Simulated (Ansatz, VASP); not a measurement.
**Ir in VASP and in Ansatz**

```
Ir
1.0
     0.00000    1.93779    1.93779
     1.93779    0.00000    1.93779
     1.93779    1.93779    0.00000
Ir
1
Cartesian
  0.0000 0.0000 0.0000
```

Alike in both runs: functional PBE; k mesh 8 × 8 × 8; occupations gaussian, width 0.1 eV; no spin polarisation.

Ansatz relaxed the structure, and its values are those at the end. VASP's run is a single point on that final structure, the one shown.

|  | VASP | Ansatz |
| --- | --- | --- |
| version | VASP 6.6.1 | Ansatz 0.2.0 |
| potentials or method | VASP PAW PBE potentials, release 64 (Ir), cutoff 500 eV | scalar-relativistic, plane waves, PAW |
| valence electrons in the cell | 9 | 17 |

```csv
,VASP,Ansatz,Ansatz less VASP
gap on the k mesh at the Fermi level (eV),none,none,-
pressure (GPa),0.5,-0.1,-0.52
```

A gap of «none» marks a metal or a gap that the smearing closes. VASP's potentials hold 9 valence electrons a cell and Ansatz's 17, so a difference there can come from the potentials and not from the codes.

Spin-orbit coupling is off throughout.
